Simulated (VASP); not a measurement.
# Ni4HO4 in VASP: single point with PBEsol

Aim: the single point of Ni4HO4 with PBEsol.

All numbers are computed with VASP 6.6.1; they aren't measurements. Logs are shortened: lines on timing, memory, paths and dates and some standing lists are left out, and cuts for length are marked.

## Step 1: The cell of the first run

The cell holds a slab with vacuum, 9 atoms: a = 2.911 Å, b = 2.911 Å, c = 25.174 Å, α = 90.00°, β = 90.00°, γ = 90.00°.

## Step 2: Single point, PBEsol, collinear spin, ferrimagnetic start

INCAR

```
PREC = Accurate
ENCUT = 520
EDIFF = 1E-6
ISMEAR = 0
SIGMA = 0.1
LREAL = F
LASPH = T
NELM = 150
ALGO = Normal
ISIF = 2
LWAVE = F
LCHARG = F
ISPIN = 2
MAGMOM = 1.31 -0.47 -1.27 1.12 0 0 -0.14 0 1
LORBIT = 11
LMAXMIX = 4
LDIPOL = T
IDIPOL = 3
DIPOL = 0.5 0.5 0.480
GGA = PS
NBANDS = 46
```

KPOINTS

```
regular mesh
0
Gamma
  10 10 1
```

POSCAR

```
Ni4HO4
1.0
    2.9105322670      0.0000000000      0.0000000000
    0.0000000000      2.9105322670      0.0000000000
    0.0000000000      0.0000000000     25.1741713086
Ni O H
4 4 1
Direct
    0.5000000000      0.5000000000      0.3376476586
    0.0000000000      0.0000000000      0.4194003836
    0.5000000000      0.5000000000      0.5014513938
    0.0000000000      0.0000000000      0.5843084544
    0.0000000000      0.0000000000      0.3376476586
    0.5000000000      0.5000000000      0.4194003836
    0.0000000000      0.0000000000      0.4977993926
    0.5000000000      0.5000000000      0.5792501107
    0.0000000000      0.0000000000      0.6410405482
```

Potentials or basis: VASP PAW PBE potentials, release 64 (Ni, O, H).

On the command line:

```console
> cat potpaw_PBE.64/Ni/POTCAR potpaw_PBE.64/O/POTCAR potpaw_PBE.64/H/POTCAR > POTCAR
> mpirun -np 1 vasp_std > vasp.out
```

OUTCAR:

```text
PREC = Accurate
   ENCUT = 520
   EDIFF = 1E-6
   ISMEAR = 0
   LREAL = F
   LASPH = T
   NELM = 150
   ISIF = 2
   ISPIN = 2
   LORBIT = 11
   GGA = PS

 ion  position               nearest neighbor table
   1  0.500  0.500  0.338-   5 2.06   5 2.06   5 2.06   5 2.06   6 2.06   2 2.91   2 2.91   2 2.91
                             2 2.91
   2  0.000  0.000  0.419-   7 1.97   6 2.06   6 2.06   6 2.06   6 2.06   5 2.06   1 2.91   1 2.91
                             1 2.91   1 2.91   3 2.92   3 2.92   3 2.92   3 2.92
   3  0.500  0.500  0.501-   8 1.96   7 2.06   7 2.06   7 2.06   7 2.06   6 2.07   2 2.92   2 2.92
                             2 2.92   2 2.92   4 2.93   4 2.93   4 2.93   4 2.93
   4  0.000  0.000  0.584-   9 1.43   8 2.06   8 2.06   8 2.06   8 2.06   7 2.18   3 2.93   3 2.93
                             3 2.93   3 2.93
   5  0.000  0.000  0.338-   1 2.06   1 2.06   1 2.06   1 2.06   2 2.06
   6  0.500  0.500  0.419-   2 2.06   2 2.06   2 2.06   2 2.06   1 2.06   3 2.07
   7  0.000  0.000  0.498-   2 1.97   3 2.06   3 2.06   3 2.06   3 2.06   4 2.18
   8  0.500  0.500  0.579-   3 1.96   4 2.06   4 2.06   4 2.06   4 2.06
   9  0.000  0.000  0.641-   4 1.43

  LATTYP: Found a simple tetragonal cell.
 ALAT       =     2.9105322670
 C/A-ratio  =     8.6493359287

  Lattice vectors:

 A1 = (   2.9105322670,   0.0000000000,   0.0000000000)
 A2 = (   0.0000000000,   2.9105322670,   0.0000000000)
 A3 = (   0.0000000000,   0.0000000000,  25.1741713086)

Analysis of symmetry for initial positions (statically):
=====================================================================
 Subroutine PRICEL returns:
 Original cell was already a primitive cell.

 Routine SETGRP: Setting up the symmetry group for a
 simple tetragonal supercell.

 Subroutine GETGRP returns: Found  8 space group operations
 (whereof  8 operations were pure point group operations)
 out of a pool of 16 trial point group operations.

The static configuration has the point symmetry C_4v.

Analysis of symmetry for dynamics (positions and initial velocities):
=====================================================================
 Subroutine PRICEL returns:
 Original cell was already a primitive cell.

 Routine SETGRP: Setting up the symmetry group for a
 simple tetragonal supercell.

 Subroutine GETGRP returns: Found  8 space group operations
 (whereof  8 operations were pure point group operations)
 out of a pool of 16 trial point group operations.

The dynamic configuration has the point symmetry C_4v.

Analysis of structural, dynamic, and magnetic symmetry:
=====================================================================
 Subroutine PRICEL returns:
 Original cell was already a primitive cell.

 Routine SETGRP: Setting up the symmetry group for a
 simple tetragonal supercell.

 Subroutine GETGRP returns: Found  8 space group operations
 (whereof  8 operations were pure point group operations)
 out of a pool of 16 trial point group operations.

The overall configuration has the point symmetry C_4v.

 Subroutine INISYM returns: Found  8 space group operations
 (whereof  8 operations are pure point group operations),
 and found     1 'primitive' translations

----------------------------------------------------------------------------------------

                                     Primitive cell

  volume of cell :     213.2554

  direct lattice vectors                    reciprocal lattice vectors
     2.910532267  0.000000000  0.000000000     0.343579768  0.000000000  0.000000000
     0.000000000  2.910532267  0.000000000     0.000000000  0.343579768  0.000000000
     0.000000000  0.000000000 25.174171309     0.000000000  0.000000000  0.039723254

  length of vectors
     2.910532267  2.910532267 25.174171309     0.343579768  0.343579768  0.039723254

  position of ions in fractional coordinates (direct lattice)
     0.500000000  0.500000000  0.337647659
     0.000000000  0.000000000  0.419400384
     0.500000000  0.500000000  0.501451394
     0.000000000  0.000000000  0.584308454
     0.000000000  0.000000000  0.337647659
     0.500000000  0.500000000  0.419400384
     0.000000000  0.000000000  0.497799393
[... 78 lines left out ...]
   LSORBIT =      F    spin-orbit coupling
   LASPH  =      T    aspherical Exc in radial PAW
   ENCUT  =  520.0 eV  38.22 Ry    6.18 a.u.   5.41  5.41 46.81*2*pi/ulx,y,z
   NELM   =    150;   NELMIN=  2; NELMDL= -5     # of ELM steps
   EDIFF  = 0.1E-05   stopping-criterion for ELM
   LREAL  =      F    real-space projection
   EDIFFG = 0.1E-04   stopping-criterion for IOM
   NSW    =      0    number of steps for IOM
   IBRION =     -1    ionic relax: 0-MD 1-quasi-New 2-CG
   NFREE  =      0    steps in history (QN), initial steepest desc. (CG)
   ISIF   =      2    stress and relaxation
   ISYM   =      2    0-nonsym 1-usesym 2-fastsym
   POTIM  = 0.5000    time-step for ionic-motion
   TEBEG  =    0.0;   TEEND  =   0.0 temperature during run
   PSTRESS=    0.0 pullay stress
   NELECT =      65.0000    total number of electrons
   NUPDOWN=      -1.0000    fix difference up-down
   EMIN   =  10.00;   EMAX   =-10.00  energy-range for DOS
   EFERMI =   0.00;   METHOD = LEGACY
   ISMEAR =     0;   SIGMA  =   0.10  broadening in eV -4-tet -1-fermi 0-gaus
   EFERMI_NEDOS =   21; number of points for ismear=-14 and -15
   IALGO  =     38    algorithm
   IMIX   =      4    mixing-type and parameters
     AMIX     =   0.40;   BMIX     =  1.00
     AMIX_MAG =   1.60;   BMIX_MAG =  1.00
  volume/ion in A,a.u.               =      23.70       159.90
  Fermi-wavevector in a.u.,A,eV,Ry     =   1.101740  2.081987 16.515186  1.213832
  Thomas-Fermi vector in A             =   2.238172
   LORBIT       =     11    0 simple, 1 ext, 2 COOP (PROOUT), +10 PAW based schemes
   GGA     = PS    functional components
   LHFCALC =     F    Hartree Fock is set to
   AEXX    =    0.0000 exact exchange contribution
   IVDW    =     0    specifies the selected vdW correction
   LEPSILON=     F    determine dielectric tensor
   LRPA    =     F    only Hartree local field effects (RPA)
 spin polarized calculation
 Gauss-broadening in eV      SIGMA  =   0.10
  energy-cutoff  :      520.00
  volume of cell :      213.26
 maximum number of plane-waves:      5791
 NGX is ok and might be reduce to    24
   NGX = 11   NGY = 11   NGZ = 93

 dipolmoment           0.000000      0.000000     -0.000099 electrons x Angstroem

 number of electron      65.0000019 magnetization       0.6115009

 dipolmoment           0.000000      0.000000      0.033757 electrons x Angstroem

 Free energy of the ion-electron system (eV)
  ---------------------------------------------------
  ext. energy  EPLUGINS =         0.00000000
  ---------------------------------------------------
  free energy    TOTEN  =       -51.96309496 eV

  energy without entropy =      -51.93222117  energy(sigma->0) =      -51.94765806

 E-fermi :  -0.4355     XC(G=0):  -5.0996

 val. band max:       -0.4452447451   @ k =   0.4000   0.2000   0.0000
 cond. band min:      -0.4347678277   @ k =   0.1000   0.0000   0.0000
 fundamental gap:      0.0104769174
 Fermi energy:        -0.4355210332

 spin component 1

 k-point     1 :       0.0000    0.0000    0.0000
  band No.  band energies     occupation
      1     -20.9290      1.00000
      2     -20.2193      1.00000
      3     -19.6102      1.00000
      4     -19.4094      1.00000
      5      -7.5452      1.00000
      6      -6.7961      1.00000
[... 976 lines left out ...]
     43       9.1672      0.00000
     44      10.2551      0.00000
 Fermi energy:        -0.4355210332

 spin component 2

 k-point     1 :       0.0000    0.0000    0.0000
  band No.  band energies     occupation
      1     -20.9366      1.00000
      2     -20.2076      1.00000
      3     -19.6211      1.00000
      4     -19.3034      1.00000
      5      -7.5215      1.00000
      6      -6.8501      1.00000
[... 976 lines left out ...]
     43       9.1540      0.00000
     44      10.3993      0.00000
 [bands above 44 left out]

------------------------ aborting loop because EDIFF is reached ----------------------------------------

 vacuum level on the upper side and lower side of the slab       (xc-potential included)         0.409        -0.303

  FORCE on cell =-STRESS in cart. coord.  units (eV):
  Direction    XX          YY          ZZ          XY          YZ          ZX
  --------------------------------------------------------------------------------------
  -------------------------------------------------------------------------------------
  Total       -5.1154815     -5.1154815     -1.3648432      0.0000000      0.0000000      0.0000000
  in kB      -38.4323627    -38.4323627    -10.2540001      0.0000000      0.0000000      0.0000000
  external PRESSURE =     -29.0395751 kB  Pullay stress =       0.0000000 kB

 VOLUME and BASIS-vectors are now :
 -----------------------------------------------------------------------------
  energy-cutoff  :      520.00
  volume of cell :      213.26
      direct lattice vectors                 reciprocal lattice vectors
     2.910532267  0.000000000  0.000000000     0.343579768  0.000000000  0.000000000
     0.000000000  2.910532267  0.000000000     0.000000000  0.343579768  0.000000000
     0.000000000  0.000000000 25.174171309     0.000000000  0.000000000  0.039723254

 POSITION                                       TOTAL-FORCE (eV/Angst)
 -----------------------------------------------------------------------------------
      1.45527      1.45527      8.50000         0.000000      0.000000     -0.406271
      0.00000      0.00000     10.55806         0.000000      0.000000     -0.930650
      1.45527      1.45527     12.62362         0.000000      0.000000      0.045571
      0.00000      0.00000     14.70948         0.000000      0.000000      0.004656
      0.00000      0.00000      8.50000        -0.000000      0.000000      0.832572
      1.45527      1.45527     10.55806         0.000000     -0.000000      0.667345
      0.00000      0.00000     12.53169         0.000000      0.000000     -0.139148
      1.45527      1.45527     14.58214         0.000000      0.000000     -0.144497
      0.00000      0.00000     16.13766        -0.000000      0.000000      0.070423
 -----------------------------------------------------------------------------------
    total drift:                                0.000000     -0.000000     -0.000477

  FREE ENERGIE OF THE ION-ELECTRON SYSTEM (eV)
  ---------------------------------------------------
  free  energy   TOTEN  =       -51.9630949599 eV

  energy  without entropy=      -51.9322211699  energy(sigma->0) =      -51.94765806

 vacuum level on the upper side and lower side of the slab         4.829         4.108

 total charge

# of ion       s       p       d       tot
------------------------------------------
    1        0.333   0.373   8.295   9.001
    2        0.364   0.462   8.341   9.168
    3        0.364   0.465   8.339   9.168
    4        0.419   0.459   8.344   9.222
    5        1.553   3.359   0.000   4.912
    6        1.573   3.359   0.000   4.932
    7        1.565   3.381   0.000   4.946
    8        1.572   3.323   0.000   4.895
    9        0.502   0.019   0.000   0.521
--------------------------------------------------
tot          8.246  15.200  33.319  56.765

 magnetization (x)

# of ion       s       p       d       tot
------------------------------------------
    1        0.015   0.016   1.140   1.171
    2       -0.001  -0.002  -0.034  -0.037
    3       -0.001  -0.004  -0.611  -0.617
    4        0.002  -0.000  -0.001   0.000
    5        0.016   0.101   0.000   0.118
    6        0.002   0.049   0.000   0.051
    7       -0.007  -0.051   0.000  -0.058
    8       -0.002  -0.053   0.000  -0.055
    9        0.001  -0.000   0.000   0.001
--------------------------------------------------
tot          0.024   0.056   0.493   0.574
```

It took 42 min on 1 thread of Intel Xeon Platinum 8488C (Sapphire Rapids), shared host; peak memory 0.55 GiB.

What came out:

```yaml
Free_energy: -51.9631 eV
Largest_force: 0.931 eV/Å
Net_moment: 0.61 μB per cell
Site_moments: Ni +1.17, -0.04, -0.62, +0.00; O +0.12, +0.05, -0.06 (each value once); H +0.00 μB
Valence_electrons_inside_the_program's_atomic_spheres: Ni 9.00, 9.17, 9.22 (each value once); O 4.91, 4.93, 4.95, 4.89; H 0.52
```

Forces in eV/Å, atoms in the order of the input:
```
Ni   0.000  0.000 -0.406
Ni   0.000  0.000 -0.931
Ni   0.000  0.000  0.046
Ni   0.000  0.000  0.005
O    0.000  0.000  0.833
O    0.000  0.000  0.667
O    0.000  0.000 -0.139
O    0.000  0.000 -0.144
H    0.000  0.000  0.070
```

Levels at points of the mesh, in eV from the Fermi level:
Spin up:
| k point | band 31 | band 32 | band 33 | band 34 | band 35 | band 36 | band 37 | band 38 |
| --- | --- | --- | --- | --- | --- | --- | --- | --- |
| (0.00, 0.00, 0.00) | -1.04 | -1.04 | -0.83 | -0.83 | -0.60 | -0.21 | 0.05 | 1.76 |
| (0.50, 0.00, 0.00) | 0.55 | 0.77 | 1.22 | 1.28 | 1.43 | 1.56 | 1.59 | 5.46 |
| (0.50, 0.50, 0.00) | -0.76 | -0.67 | -0.64 | -0.52 | -0.34 | 0.23 | 0.94 | 5.76 |
Spin down:
| k point | band 30 | band 31 | band 32 | band 33 | band 34 | band 35 | band 36 | band 37 |
| --- | --- | --- | --- | --- | --- | --- | --- | --- |
| (0.00, 0.00, 0.00) | -1.09 | -1.09 | -0.81 | -0.64 | -0.64 | -0.52 | -0.14 | 0.05 |
| (0.50, 0.00, 0.00) | -0.09 | 0.56 | 0.80 | 1.00 | 1.29 | 1.40 | 1.56 | 2.24 |
| (0.50, 0.50, 0.00) | -0.79 | -0.76 | -0.66 | -0.46 | -0.46 | 0.15 | 0.20 | 0.94 |

Caveat: the PAW data sets were made with another functional, which shifts forces and pressure a little. With open d or f shells a metallic result of PBEsol can be an artefact of self-interaction; +U or a hybrid may open a gap.
